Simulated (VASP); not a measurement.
# HfN (P6_3/mmc) in VASP: relaxation of cell and atoms with r2SCAN

Aim: the relaxation of cell and atoms of HfN with r2SCAN.

All numbers are computed with VASP 6.6.1; they aren't measurements. Logs are shortened: lines on timing, memory, paths and dates and some standing lists are left out, and cuts for length are marked.

### 1 The cell of the first run

The structure is hexagonal, space group P6_3/mmc (No. 194). The conventional cell has a = 3.134 Å, b = 3.134 Å, c = 5.417 Å, α = 90.00°, β = 90.00°, γ = 120.00°. Hf (site symmetry -6m2) has 6 N at 2.26 Å within 3.0 Å. Within 3.0 Å of N (site symmetry -3m) lie 6 Hf at 2.26 Å and 2 N at 2.71 Å.

### 2 Relaxation of cell and atoms, r2SCAN

Contents of POSCAR:

```
HfN
1.0
    3.1339080219      0.0000000000      0.0000000000
   -1.5669540110      2.7140439601      0.0000000000
    0.0000000000      0.0000000000      5.4167677200
Hf N
2 2
Direct
    0.6666666700      0.3333333300      0.7500000000
    0.3333333300      0.6666666700      0.2500000000
    0.0000000000      0.0000000000      0.0000000000
    0.0000000000      0.0000000000      0.5000000000
```

Contents of INCAR.step1:

```
SYSTEM = HfN
PREC = Accurate ; ENCUT = 600
ISMEAR = 0 ; SIGMA = 0.1
LREAL = .FALSE. ; LASPH = .TRUE.
NELM = 80 ; GGA = PE
ALGO = Normal ; EDIFF = 1E-4
LWAVE = .TRUE. ; LCHARG = .FALSE.
```

Contents of INCAR.step2:

```
SYSTEM = HfN
PREC = Accurate ; ENCUT = 600
EDIFF = 1E-7 ; ISMEAR = 0
SIGMA = 0.1 ; LREAL = .FALSE.
LASPH = .TRUE. ; NELM = 80
ALGO = Normal ; ISIF = 3
LWAVE = .FALSE. ; LCHARG = .FALSE.
METAGGA = R2SCAN ; LMIXTAU = .TRUE.
IBRION = 2 ; NSW = 100
EDIFFG = -0.01 ; ISTART = 1
```

Contents of KPOINTS:

```
regular mesh
0
G
  18 18 8
  0 0 0
```

Potentials or basis: VASP PAW PBE potentials, release 64 (Hf_pv, N).

Command:

```bash
> cat potpaw_PBE.64/Hf_pv/POTCAR potpaw_PBE.64/N/POTCAR > POTCAR
> cp INCAR.step1 INCAR
> mpirun -np 1 vasp_std > vasp.out
> cp INCAR.step2 INCAR
> mpirun -np 1 vasp_std > vasp.out
```

OUTCAR:

```text
SYSTEM = HfN
   PREC = Accurate
   ENCUT = 600
   EDIFF = 1E-7
   ISMEAR = 0
   LREAL = .FALSE.
   LASPH = .TRUE.
   NELM = 80
   ISIF = 3
   METAGGA = R2SCAN
   IBRION = 2
   NSW = 100
   EDIFFG = -0.01
   ISTART = 1

 ion  position               nearest neighbor table
   1  0.667  0.333  0.750-   3 2.26   4 2.26   3 2.26   4 2.26   3 2.26   4 2.26   2 3.26   2 3.26
                             2 3.26   2 3.26   2 3.26   2 3.26
   2  0.333  0.667  0.250-   3 2.26   4 2.26   3 2.26   4 2.26   3 2.26   4 2.26   1 3.26   1 3.26
                             1 3.26   1 3.26   1 3.26   1 3.26
   3  0.000  0.000  0.000-   1 2.26   2 2.26   1 2.26   2 2.26   1 2.26   2 2.26
   4  0.000  0.000  0.500-   1 2.26   2 2.26   1 2.26   2 2.26   1 2.26   2 2.26

  LATTYP: Found a hexagonal cell.
 ALAT       =     3.1339080219
 C/A-ratio  =     1.7284386402

  Lattice vectors:

 A1 = (   3.1339080219,   0.0000000000,   0.0000000000)
 A2 = (  -1.5669540110,   2.7140439601,   0.0000000000)
 A3 = (   0.0000000000,   0.0000000000,   5.4167677200)

Analysis of symmetry for initial positions (statically):
=====================================================================
 Subroutine PRICEL returns:
 Original cell was already a primitive cell.

 Routine SETGRP: Setting up the symmetry group for a
 hexagonal supercell.

 Subroutine GETGRP returns: Found 24 space group operations
 (whereof 12 operations were pure point group operations)
 out of a pool of 24 trial point group operations.

The static configuration has the point symmetry D_3d.
 The point group associated with its full space group is D_6h.

Analysis of symmetry for dynamics (positions and initial velocities):
=====================================================================
 Subroutine PRICEL returns:
 Original cell was already a primitive cell.

 Routine SETGRP: Setting up the symmetry group for a
 hexagonal supercell.

 Subroutine GETGRP returns: Found 24 space group operations
 (whereof 12 operations were pure point group operations)
 out of a pool of 24 trial point group operations.

The dynamic configuration has the point symmetry D_3d.
 The point group associated with its full space group is D_6h.

 Subroutine INISYM returns: Found 24 space group operations
 (whereof 12 operations are pure point group operations),
 and found     1 'primitive' translations

----------------------------------------------------------------------------------------

                                     Primitive cell

  volume of cell :      46.0727

  direct lattice vectors                    reciprocal lattice vectors
     3.133908022  0.000000000  0.000000000     0.319090411  0.184226935  0.000000000
    -1.566954011  2.714043960  0.000000000     0.000000000  0.368453870  0.000000000
     0.000000000  0.000000000  5.416767720     0.000000000  0.000000000  0.184611940

  length of vectors
     3.133908022  3.133908022  5.416767720     0.368453870  0.368453870  0.184611940

  position of ions in fractional coordinates (direct lattice)
     0.666666670  0.333333330  0.750000000
     0.333333330  0.666666670  0.250000000
     0.000000000  0.000000000  0.000000000
     0.000000000  0.000000000  0.500000000

  ion indices of the primitive-cell ions
   primitive index   ion index
                 1           1
                 2           2
                 3           3
                 4           4

----------------------------------------------------------------------------------------

 KPOINTS: regular mesh

Automatic generation of k-mesh.
 Grid dimensions read from file:
 generate k-points for:   18   18    8

 Generating k-lattice:

  Cartesian coordinates                     Fractional coordinates (reciprocal lattice)
     0.017727245  0.010234830  0.000000000     0.055555556  0.000000000  0.000000000
     0.000000000  0.020469659  0.000000000     0.000000000  0.055555556  0.000000000
     0.000000000  0.000000000  0.023076493     0.000000000  0.000000000  0.125000000

  Length of vectors
     0.020469659  0.020469659  0.023076493

  Shift w.r.t. Gamma in fractional coordinates (k-lattice)
     0.000000000  0.000000000  0.000000000

 Subroutine IBZKPT returns following result:
 ===========================================

 Found    185 irreducible k-points:

 Following reciprocal coordinates:
            Coordinates               Weight
  0.000000  0.000000  0.000000      1.000000
  0.055556  0.000000  0.000000      6.000000
  0.111111  0.000000  0.000000      6.000000
  0.166667  0.000000  0.000000      6.000000
  0.222222  0.000000  0.000000      6.000000
  0.277778  0.000000  0.000000      6.000000
[... 16 lines left out ...]
  0.333333  0.111111  0.000000     12.000000
  0.388889  0.111111  0.000000     12.000000
 [... further k-points ...]
   k-points           NKPTS =    185   k-points in BZ     NKDIM =    185   number of bands    NBANDS=     19
   number of dos      NEDOS =    301   number of ions     NIONS =      4
   total plane-waves  NPLWV =  37632
   dimension x,y,z NGX =    28 NGY =   28 NGZ =   48
   dimension x,y,z NGXF=    56 NGYF=   56 NGZF=   96
   ions per type =               2   2
   NGX,Y,Z   is equivalent  to a cutoff of  14.85, 14.85, 14.73 a.u.
   NGXF,Y,Z  is equivalent  to a cutoff of  29.71, 29.71, 29.46 a.u.
 SYSTEM =  HfN
   PREC   = accura    normal or accurate (medium, high low for compatibility)
   ISTART =      1    job   : 0-new  1-cont  2-samecut
   ICHARG =      0    charge: 1-file 2-atom 10-const
   ISPIN  =      1    spin polarized calculation?
   LNONCOLLINEAR =      F non collinear calculations
   LSORBIT =      F    spin-orbit coupling
   LASPH  =      T    aspherical Exc in radial PAW
   ENCUT  =  600.0 eV  44.10 Ry    6.64 a.u.   6.26  6.26 10.82*2*pi/ulx,y,z
   NELM   =     80;   NELMIN=  2; NELMDL=  0     # of ELM steps
   EDIFF  = 0.1E-06   stopping-criterion for ELM
   LREAL  =      F    real-space projection
   EDIFFG = -.1E-01   stopping-criterion for IOM
   NSW    =    100    number of steps for IOM
   IBRION =      2    ionic relax: 0-MD 1-quasi-New 2-CG
   NFREE  =      1    steps in history (QN), initial steepest desc. (CG)
   ISIF   =      3    stress and relaxation
   ISYM   =      2    0-nonsym 1-usesym 2-fastsym
   POTIM  = 0.5000    time-step for ionic-motion
   TEBEG  =    0.0;   TEEND  =   0.0 temperature during run
   PSTRESS=    0.0 pullay stress
   NELECT =      30.0000    total number of electrons
   NUPDOWN=      -1.0000    fix difference up-down
   EMIN   =  10.00;   EMAX   =-10.00  energy-range for DOS
   EFERMI =   0.00;   METHOD = LEGACY
   ISMEAR =     0;   SIGMA  =   0.10  broadening in eV -4-tet -1-fermi 0-gaus
   EFERMI_NEDOS =   21; number of points for ismear=-14 and -15
   IALGO  =     38    algorithm
   IMIX   =      4    mixing-type and parameters
     AMIX     =   0.40;   BMIX     =  1.00
     AMIX_MAG =   1.60;   BMIX_MAG =  1.00
  volume/ion in A,a.u.               =      11.52        77.73
  Fermi-wavevector in a.u.,A,eV,Ry     =   1.418951  2.681429 27.394278  2.013423
  Thomas-Fermi vector in A             =   2.540023
   LORBIT       =      0    0 simple, 1 ext, 2 COOP (PROOUT), +10 PAW based schemes
   METAGGA = R2SCAN    functional components
   LHFCALC =     F    Hartree Fock is set to
   AEXX    =    0.0000 exact exchange contribution
   IVDW    =     0    specifies the selected vdW correction
   LEPSILON=     F    determine dielectric tensor
   LRPA    =     F    only Hartree local field effects (RPA)
 conjugate gradient relaxation of ions
 non-spin polarized calculation
 Gauss-broadening in eV      SIGMA  =   0.10
  energy-cutoff  :      600.00
  volume of cell :       46.07
 maximum number of plane-waves:      1581
 NGX is ok and might be reduce to    28
   NGX = 13   NGY = 13   NGZ = 21

--------------------------------------- Ionic step        1  -------------------------------------------

 number of electron      29.9999998 magnetization

 Free energy of the ion-electron system (eV)
  ---------------------------------------------------
  ext. energy  EPLUGINS =         0.00000000
  ---------------------------------------------------
  free energy    TOTEN  =      -116.41206476 eV

  energy without entropy =     -116.40964831  energy(sigma->0) =     -116.41085654

------------------------ aborting loop because EDIFF is reached ----------------------------------------

  FORCE on cell =-STRESS in cart. coord.  units (eV):
  Direction    XX          YY          ZZ          XY          YZ          ZX
  --------------------------------------------------------------------------------------
  -------------------------------------------------------------------------------------
  Total       -0.0115749     -0.0115749     -0.2149333      0.0000000      0.0000000     -0.0000000
  in kB       -0.4025169     -0.4025169     -7.4743060      0.0000000      0.0000000     -0.0000000
  external PRESSURE =      -2.7597800 kB  Pullay stress =       0.0000000 kB
[... 61 lines left out ...]
  energy  without entropy=     -116.4095569688  energy(sigma->0) =     -116.41075942

--------------------------------------- Ionic step        3  -------------------------------------------

 number of electron      29.9999998 magnetization

 Free energy of the ion-electron system (eV)
  ---------------------------------------------------
  ext. energy  EPLUGINS =         0.00000000
  ---------------------------------------------------
  free energy    TOTEN  =      -116.41217169 eV

  energy without entropy =     -116.40976337  energy(sigma->0) =     -116.41096753

 E-fermi :   7.9678     XC(G=0): -13.6169

 val. band max:        7.9265354829   @ k =   0.3889   0.1667   0.5000
 cond. band min:       7.9689508174   @ k =   0.2222   0.0000   0.5000
 fundamental gap:      0.0424153345
 Fermi energy:         7.9678305659

 k-point     1 :       0.0000    0.0000    0.0000
  band No.  band energies     occupation
      1     -25.0396      2.00000
      2     -24.1688      2.00000
      3     -24.0552      2.00000
      4     -24.0552      2.00000
      5     -23.9983      2.00000
      6     -23.9983      2.00000
[... 11 lines left out ...]
     18       9.1758      0.00000
     19      10.0236      0.00000
[... 489 lines left out ...]
      3     -24.5500      2.00000
      4     -24.3405      2.00000
      5     -24.2914      2.00000
      6     -24.1771      2.00000
[... 11 lines left out ...]
     18      11.9185      0.00000
     19      13.1806      0.00000

 [... further k-points ...]

------------------------ aborting loop because EDIFF is reached ----------------------------------------

  FORCE on cell =-STRESS in cart. coord.  units (eV):
  Direction    XX          YY          ZZ          XY          YZ          ZX
  --------------------------------------------------------------------------------------
  -------------------------------------------------------------------------------------
  Total        0.0370201      0.0370201     -0.0300947     -0.0000000      0.0000000     -0.0000000
  in kB        1.2888581      1.2888581     -1.0477498     -0.0000000      0.0000000     -0.0000000
  external PRESSURE =       0.5099888 kB  Pullay stress =       0.0000000 kB
[... 19 lines left out ...]
  FREE ENERGIE OF THE ION-ELECTRON SYSTEM (eV)
  ---------------------------------------------------
  free  energy   TOTEN  =      -116.4121716940 eV

  energy  without entropy=     -116.4097633671  energy(sigma->0) =     -116.41096753

 reached required accuracy - stopping structural energy minimisation
```

It took 43 min on 1 thread of Oxide Virtual Turin-like, shared host; peak memory 0.32 GiB.

What came out:

* Free energy: -116.4122 eV
* Relaxed volume: 11.50 Å³/atom
* Relaxed cell: a = 3.134 Å, b = 3.134 Å, c = 5.411 Å, α = 90.00°, β = 90.00°, γ = 120.00°
* Space group after relaxing (to 0.1 Å): P6_3/mmc (No. 194)
* Energy gained by relaxing: 0.0 meV/atom
* Ionic steps: 3
* Pressure after relaxing: 0.1 GPa
* Band gap on the k mesh: zero (bands 15 and 16 overlap by 2.46 eV)

Stress tensor (GPa, compression positive):
```
 0.13  0.00  0.00
 0.00  0.13  0.00
 0.00  0.00 -0.10
```

The path:
```csv
step,energy change (eV),largest force (eV/Å),pressure (GPa),volume (Å³)
1,0.0000,0.0000,-0.28,46.07
2,0.0001,0.0000,0.55,45.94
3,-0.0001,0.0000,0.05,46.02
```

Final structure:
```
CELL_PARAMETERS angstrom
3.13373 0.00000 0.00000
-1.56687 2.71389 0.00000
0.00000 0.00000 5.41114
ATOMIC_POSITIONS crystal
Hf 0.66667 0.33333 0.75000
Hf 0.33333 0.66667 0.25000
N 0.00000 0.00000 0.00000
N 0.00000 0.00000 0.50000
```

Caveat: the PAW data sets were made with another functional, which shifts forces and pressure a little; spin-orbit coupling is left out, which moves the levels of the heavy elements.
